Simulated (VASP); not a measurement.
Set up this calculation in VASP 6.6.1, as the native input.

* Task: single point
* Functional: PBEsol
* Potentials or basis: VASP PAW PBE potentials, release 64 (As)
* Cutoff: 500 eV
* k mesh: 10 × 10 × 10
* Occupations: fermi-dirac, width 0.05 eV
* Spin: no spin polarisation
* Dipole correction: no
* Further INCAR settings: ALGO = Normal; EDIFF = 1e-06; NBANDS = 8

The structure of As lies in POSCAR:

```
As
1.0
    2.7311309938      0.0000000000      0.0000000000
    0.0000000000      2.7311309938      0.0000000000
    0.0000000000      0.0000000000      2.6496081095
As
1
Direct
    0.5000000000      0.5000000000      0.5000000000
```

One way to write it, as run:

INCAR

```
SYSTEM = As
PREC = Accurate
ENCUT = 500
EDIFF = 1E-6
ISMEAR = -1
SIGMA = 0.05
LREAL = .False.
LASPH = .True.
NELM = 120
ALGO = Normal
ISIF = 2
LWAVE = .False.
LCHARG = .False.
GGA = PS
NBANDS = 8
GGA_COMPAT = .False.
```

KPOINTS

```
regular mesh
0
Gamma
  10 10 10
  0 0 0
```

Potentials or basis: VASP PAW PBE potentials, release 64 (As).

The run is started by

```console
$ cat potpaw_PBE.64/As/POTCAR > POTCAR
$ mpirun -np 1 vasp_std > vasp.out
```

It gave:

```yaml
Pressure: -1.1 GPa
```

Caveat: the PAW data sets were made with another functional, which shifts forces and pressure a little.

Run time: 4.6 s on 1 thread of Intel(R) Xeon(R) 6975P-C (Granite Rapids) (shared host), peak memory 0.13 GiB.
